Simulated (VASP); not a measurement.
# Sc (Im-3m) in VASP: further runs

The runs below take Sc through single point, with RPBE.

Everything below comes from runs of VASP 6.6.1. Logs are shortened: lines on timing, memory, paths and dates and some standing lists are left out, and cuts for length are marked.

### 1 The cell of the first run

The structure is cubic, space group Im-3m (No. 229). The conventional cell has a = 3.873 Å, b = 3.873 Å, c = 3.873 Å, α = 90.00°, β = 90.00°, γ = 90.00°. Within 4.4 Å of Sc (site symmetry m-3m) lie 14 Sc at 3.35 to 3.87 Å.

### 2 Single point, RPBE (volume scaled by 1.12)

File INCAR:

```
SYSTEM = Sc
  PREC = Accurate
  ENCUT = 520
  EDIFF = 1E-6
  ISMEAR = -1
  SIGMA = 0.1
  LREAL = .False.
  LASPH = .True.
  NELM = 60
  ALGO = Normal
  ISIF = 2
  LWAVE = .False.
  LCHARG = .True.
  GGA = RP
  LELF = .True.
  LVHAR = .True.
  NBANDS = 12
```

File KPOINTS:

```
regular mesh
0
Gamma
  13 13 13
  0 0 0
```

File POSCAR:

```
Sc
1.0
   -1.9364302956      1.9364302956      1.9364302956
    1.9364302956     -1.9364302956      1.9364302956
    1.9364302956      1.9364302956     -1.9364302956
Sc
1
Direct
    0.0000000000      0.0000000000      0.0000000000
```

Potentials or basis: VASP PAW PBE potentials, release 64 (Sc_sv).

Launch:

```console
cat potpaw_PBE.64/Sc_sv/POTCAR > POTCAR
mpirun -np 1 vasp_std > vasp.out
```

OUTCAR:

```text
SYSTEM = Sc
   PREC = Accurate
   ENCUT = 520
   EDIFF = 1E-6
   ISMEAR = -1
   LREAL = .False.
   LASPH = .True.
   NELM = 60
   ISIF = 2
   GGA = RP

 ion  position               nearest neighbor table
   1  0.000  0.000  0.000-

  LATTYP: Found a body centered cubic cell.
 ALAT       =     3.8728605912

  Lattice vectors:

 A1 = (  -1.9364302956,   1.9364302956,   1.9364302956)
 A2 = (   1.9364302956,  -1.9364302956,   1.9364302956)
 A3 = (   1.9364302956,   1.9364302956,  -1.9364302956)

Analysis of symmetry for initial positions (statically):
=====================================================================
 Subroutine PRICEL returns:
 Original cell was already a primitive cell.

 Routine SETGRP: Setting up the symmetry group for a
 body centered cubic supercell.

 Subroutine GETGRP returns: Found 48 space group operations
 (whereof 48 operations were pure point group operations)
 out of a pool of 48 trial point group operations.

The static configuration has the point symmetry O_h .

Analysis of symmetry for dynamics (positions and initial velocities):
=====================================================================
 Subroutine PRICEL returns:
 Original cell was already a primitive cell.

 Routine SETGRP: Setting up the symmetry group for a
 body centered cubic supercell.

 Subroutine GETGRP returns: Found 48 space group operations
 (whereof 48 operations were pure point group operations)
 out of a pool of 48 trial point group operations.

The dynamic configuration has the point symmetry O_h .

 Subroutine INISYM returns: Found 48 space group operations
 (whereof 48 operations are pure point group operations),
 and found     1 'primitive' translations

----------------------------------------------------------------------------------------

                                     Primitive cell

  volume of cell :      29.0446

  direct lattice vectors                    reciprocal lattice vectors
    -1.936430296  1.936430296  1.936430296     0.000000000  0.258207074  0.258207074
     1.936430296 -1.936430296  1.936430296     0.258207074  0.000000000  0.258207074
     1.936430296  1.936430296 -1.936430296     0.258207074  0.258207074  0.000000000

  length of vectors
     3.353995657  3.353995657  3.353995657     0.365159945  0.365159945  0.365159945

  position of ions in fractional coordinates (direct lattice)
[... 82 lines left out ...]
   NFREE  =      0    steps in history (QN), initial steepest desc. (CG)
   ISIF   =      2    stress and relaxation
   ISYM   =      2    0-nonsym 1-usesym 2-fastsym
   POTIM  = 0.5000    time-step for ionic-motion
   TEBEG  =    0.0;   TEEND  =   0.0 temperature during run
   PSTRESS=    0.0 pullay stress
   NELECT =      11.0000    total number of electrons
   NUPDOWN=      -1.0000    fix difference up-down
   EMIN   =  10.00;   EMAX   =-10.00  energy-range for DOS
   EFERMI =   0.00;   METHOD = LEGACY
   ISMEAR =    -1;   SIGMA  =   0.10  broadening in eV -4-tet -1-fermi 0-gaus
   EFERMI_NEDOS =   21; number of points for ismear=-14 and -15
   IALGO  =     38    algorithm
   IMIX   =      4    mixing-type and parameters
     AMIX     =   0.40;   BMIX     =  1.00
     AMIX_MAG =   1.60;   BMIX_MAG =  1.00
  volume/ion in A,a.u.               =      29.04       196.00
  Fermi-wavevector in a.u.,A,eV,Ry     =   1.184451  2.238288 19.087950  1.402925
  Thomas-Fermi vector in A             =   2.320665
   LORBIT       =      0    0 simple, 1 ext, 2 COOP (PROOUT), +10 PAW based schemes
   GGA     = RP    functional components
   LHFCALC =     F    Hartree Fock is set to
   AEXX    =    0.0000 exact exchange contribution
   IVDW    =     0    specifies the selected vdW correction
   LEPSILON=     F    determine dielectric tensor
   LRPA    =     F    only Hartree local field effects (RPA)
 non-spin polarized calculation
  energy-cutoff  :      520.00
  volume of cell :       29.04
 maximum number of plane-waves:       794
 NGX is ok and might be reduce to    28
   NGX = 13   NGY = 13   NGZ = 13

 number of electron      11.0000003 magnetization

 Free energy of the ion-electron system (eV)
  ---------------------------------------------------
  ext. energy  EPLUGINS =         0.00000000
  ---------------------------------------------------
  free energy    TOTEN  =        -5.83899745 eV

  energy without entropy =       -5.75098941  energy(sigma->0) =       -5.79499343

 E-fermi :   2.9704     XC(G=0):  -9.1313

 val. band max:        2.9653497547   @ k =   0.3846   0.1538   0.0000
 cond. band min:       2.9804925041   @ k =   0.3077   0.1538   0.1538
 fundamental gap:      0.0151427495
 Fermi energy:         2.9703636462

 k-point     1 :       0.0000    0.0000    0.0000
  band No.  band energies     occupation
      1     -47.1817      2.00000
      2     -25.5906      2.00000
      3     -25.5906      2.00000
      4     -25.5906      2.00000
      5      -1.9014      2.00000
      6       4.2387      0.00001
      7       4.2387      0.00001
      8       4.2387      0.00001
      9       5.3629      0.00000
     10       5.3629      0.00000
     11      16.0192      0.00000
     12      16.0192      0.00000
[... 331 lines left out ...]
 k-point    24 :       0.2308    0.0769    0.0769
  band No.  band energies     occupation
      1     -47.1601      2.00000
      2     -25.7447      2.00000
      3     -25.6383      2.00000
      4     -25.6014      2.00000
      5       0.2779      2.00000
      6       3.3574      0.04086
      7       3.4487      0.01659
      8       5.2943      0.00000
      9       5.4800      0.00000
     10       5.8275      0.00000
     11      11.1645      0.00000
     12      12.9589      0.00000

 [... further k-points ...]

------------------------ aborting loop because EDIFF is reached ----------------------------------------

  FORCE on cell =-STRESS in cart. coord.  units (eV):
  Direction    XX          YY          ZZ          XY          YZ          ZX
  --------------------------------------------------------------------------------------
  -------------------------------------------------------------------------------------
  Total       -0.8408200     -0.8408200     -0.8408200     -0.0000000     -0.0000000      0.0000000
  in kB      -46.3818469    -46.3818469    -46.3818469     -0.0000000     -0.0000000      0.0000000
  external PRESSURE =     -46.3818469 kB  Pullay stress =       0.0000000 kB

 VOLUME and BASIS-vectors are now :
 -----------------------------------------------------------------------------
  energy-cutoff  :      520.00
  volume of cell :       29.04
      direct lattice vectors                 reciprocal lattice vectors
    -1.936430296  1.936430296  1.936430296     0.000000000  0.258207074  0.258207074
     1.936430296 -1.936430296  1.936430296     0.258207074  0.000000000  0.258207074
     1.936430296  1.936430296 -1.936430296     0.258207074  0.258207074  0.000000000

 POSITION                                       TOTAL-FORCE (eV/Angst)
 -----------------------------------------------------------------------------------
      0.00000      0.00000      0.00000         0.000000      0.000000      0.000000
 -----------------------------------------------------------------------------------
    total drift:                               -0.000000     -0.000000     -0.000000

  FREE ENERGIE OF THE ION-ELECTRON SYSTEM (eV)
  ---------------------------------------------------
  free  energy   TOTEN  =        -5.8389974525 eV

  energy  without entropy=       -5.7509894106  energy(sigma->0) =       -5.79499343
```

stdout:

```text
POSCAR found type information on POSCAR Sc
 POSCAR found :  1 types and       1 ions
 scaLAPACK will be used
 -----------------------------------------------------------------------------
|                                                                             |
|                                                                             |
|     You enforced a specific xc type in the INCAR file but a different       |
|     I HOPE YOU KNOW WHAT YOU ARE DOING!                                     |
|                                                                             |
 -----------------------------------------------------------------------------

 LDA part: xc-table for (Slater+PW92), standard interpolation
 POSCAR, INCAR and KPOINTS ok, starting setup
 FFT: planning ... GRIDC
 FFT: planning ... GRID_SOFT
 FFT: planning ... GRID
 WAVECAR not read
 entering main loop
```

Run time: 13 s. Hardware: 1 thread of Intel Xeon 6975P-C (Granite Rapids), shared host; peak memory 0.17 GiB.

What came out:

```yaml
Free_energy: -5.8390 eV
Pressure: -4.6 GPa
```

Levels at points of the mesh, in eV from the Fermi level:
```
           k point  band 3  band 4  band 5  band 6  band 7  band 8
(0.00, 0.00, 0.00)  -28.56  -28.56   -4.87    1.27    1.27    1.27
```

Caveat: the cell differs from its parent crystal (volume scaled by 1.12); the PAW data sets were made with another functional, which shifts forces and pressure a little.

### 3 Single point, RPBE

This run uses another cell than the first one, of 25.93 Å³/atom, 0.893 times its volume.

File INCAR:

```
SYSTEM = Sc
PREC = Accurate
ENCUT = 520
EDIFF = 1E-6
ISMEAR = -1
SIGMA = 0.1
LREAL = .FALSE.
LASPH = .TRUE.
NELM = 80
ALGO = Normal
ISIF = 2
LWAVE = .FALSE.
LCHARG = .FALSE.
GGA = RP
NBANDS = 12
```

File KPOINTS:

```
regular mesh
0
G
  19 19 19
  0 0 0
```

File POSCAR:

```
Sc
1.0
   -1.8646437122      1.8646437122      1.8646437122
    1.8646437122     -1.8646437122      1.8646437122
    1.8646437122      1.8646437122     -1.8646437122
Sc
1
Direct
    0.0000000000      0.0000000000      0.0000000000
```

Potentials or basis: VASP PAW PBE potentials, release 64 (Sc_sv).

Launch:

```console
cat potpaw_PBE.64/Sc_sv/POTCAR > POTCAR
mpirun -np 1 vasp_std > vasp.out
```

Wall time 18 s (1 thread of Intel Xeon 6975P-C (Granite Rapids), shared host); peak memory 0.18 GiB.

It converged, with:

```yaml
Free_energy: -5.8863 eV
Pressure: 0.0 GPa
```

Levels at points of the mesh, in eV from the Fermi level:
| k point | band 1 | band 2 | band 3 | band 4 | band 5 | band 6 | band 7 | band 8 | band 9 | band 10 |
| --- | --- | --- | --- | --- | --- | --- | --- | --- | --- | --- |
| (0.00, 0.00, 0.00) | -49.86 | -28.23 | -28.23 | -28.23 | -5.13 | 1.42 | 1.42 | 1.42 | 2.72 | 2.72 |

Caveat: the PAW data sets were made with another functional, which shifts forces and pressure a little.
